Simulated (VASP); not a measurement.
# PbSe (rocksalt type): single point with PBE

The system is PbSe (rocksalt type).

```
Pb Se
1.0
     0.00000    3.10796    3.10796
     3.10796    0.00000    3.10796
     3.10796    3.10796    0.00000
Pb Se
1 1
Direct
  0.00000 0.00000 0.00000
  0.50000 0.50000 0.54550
```

This cell differs from its parent crystal: atom 2 (Se) moved by [0.141421, 0.141421, 0.0] A.

* Program: VASP 6.6.1
* Task: single point
* Functional: PBE
* Potentials or basis: VASP PAW PBE potentials, release 64 (Pb_d, Se)
* Cutoff: 520 eV
* k mesh: 10 × 10 × 10
* Occupations: fermi-dirac, width 0.03 eV
* Spin: no spin polarisation

```
Pressure               : 0.5 GPa
Largest force          : 0.120 eV/Å
Band gap on the k mesh : 0.50 eV
```

Forces on the atoms (eV/Å):
```
Pb   0.085  0.085  0.000
Se  -0.085 -0.085  0.000
```

Stress tensor (GPa, compression positive):
```
0.77 0.18 0.00
0.18 0.77 0.00
0.00 0.00 0.08
```

Levels at points of the mesh, in eV from the valence-band top:
```
           k point  band 7  band 8  band 9  band 10  band 11  band 12  band 13  band 14
(0.00, 0.00, 0.00)   -6.30   -1.71   -1.61    -1.61     4.44     4.46     4.69     6.65
(0.50, 0.00, 0.00)   -8.54   -1.37   -1.35     0.00     0.50     1.96     2.00     8.47
(0.00, 0.00, 0.50)   -8.45   -1.39   -1.29    -0.22     0.67     1.85     1.96     8.40
(0.50, 0.50, 0.00)   -7.26   -4.57   -2.97    -2.82     3.60     5.55     5.83     5.88
(0.00, 0.50, 0.50)   -7.35   -4.49   -2.92    -2.90     3.75     5.54     5.66     5.92
```

Run time: 93 s on 1 thread of AMD EPYC 9R45 96-Core Processor (Zen 5), on a shared host, peak memory 0.3 GiB.

Caveat: the cell differs from its parent crystal (atom 2 (Se) moved by [0.141421, 0.141421, 0.0] A); spin-orbit coupling is left out, which moves the levels of the heavy elements. A k mesh can miss the band edges.
